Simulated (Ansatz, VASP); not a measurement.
## Mg7O in VASP and in Ansatz

Contents of INCAR:

```
SYSTEM = Mg7O
PREC = Accurate
ENCUT = 520
EDIFF = 1E-6
ISMEAR = 0
SIGMA = 0.1
LREAL = .False.
LASPH = .True.
NELM = 150
ALGO = Normal
ISIF = 2
LWAVE = .False.
LCHARG = .False.
ISPIN = 2
MAGMOM = 0 0 0 0 0 0 0 1
LORBIT = 11
GGA = PE
NBANDS = 24
```

File KPOINTS:

```
regular mesh
0
Gamma
  4 4 4
  0 0 0
```

The input POSCAR:

```
Mg7O
1.0
   -3.3624019200      3.3624019200      3.3624019200
    3.3624019200     -3.3624019200      3.3624019200
    3.3624019200      3.3624019200     -3.3624019200
Mg O
7 1
Direct
    0.0000000000      0.5000000000      0.5000000000
    0.5000000000      0.0000000000      0.5000000000
    0.5000000000      0.5000000000      0.0000000000
    0.4380295100      0.4380295100      0.4380295100
    0.0000000000      0.0000000000      0.5619704900
    0.0000000000      0.5619704900      0.0000000000
    0.5619704900      0.0000000000      0.0000000000
    0.0000000000      0.0000000000      0.0000000000
```

Input for Ansatz:

```yaml
crystal:
  lattice:
    - [-3.36240192, 3.36240192, 3.36240192]
    - [3.36240192, -3.36240192, 3.36240192]
    - [3.36240192, 3.36240192, -3.36240192]
  atoms:
    - { symbol: Mg, position: [0.0, 0.5, 0.5] }
    - { symbol: Mg, position: [0.5, 0.0, 0.5] }
    - { symbol: Mg, position: [0.5, 0.5, 0.0] }
    - { symbol: Mg, position: [0.43802951, 0.43802951, 0.43802951] }
    - { symbol: Mg, position: [0.0, 0.0, 0.56197049] }
    - { symbol: Mg, position: [0.0, 0.56197049, 0.0] }
    - { symbol: Mg, position: [0.56197049, 0.0, 0.0] }
    - { symbol: O, position: [0.0, 0.0, 0.0], spin: 1.0 }
basis:
  ecutwfc: 420
kpoints:
  mp_grid: { grid: [4, 4, 4] }
hamiltonian:
  xc: pbe
scf:
  occupations: { method: gaussian, width: 0.1 }
  lower_state_search: "off"
output:
  forces: true
  stress: true
  eigenvalues: true
  populations: true
magnetization:
  spin_polarized: true
```

Alike in both runs: task single point; functional PBE; k mesh 4 × 4 × 4; occupations gaussian, width 0.1 eV; collinear spin.

|  | VASP | Ansatz |
| --- | --- | --- |
| version | VASP 6.6.1 | Ansatz 0.2.0 |
| potentials or method | VASP PAW PBE potentials, release 64 (Mg, O), cutoff 520 eV | scalar-relativistic, plane waves, PAW |
| valence electrons in the cell | 20 | 76 |

```csv
,VASP,Ansatz,Ansatz less VASP
gap on the k mesh at the Fermi level (eV),none,none,-
pressure (GPa),3.0,3.1,+0.13
rms of the force components (eV/Å),0.263,0.264,+0.0005
net moment per atom (μB),0.00,0.00,0.000
```

Atom by atom the forces differ by 0.001 eV/Å (rms over components). A gap of «none» marks a metal or a gap that the smearing closes. VASP's potentials hold 20 valence electrons a cell and Ansatz's 76, so a difference there can come from the potentials and not from the codes. Ansatz's warnings: seeded moment not kept.
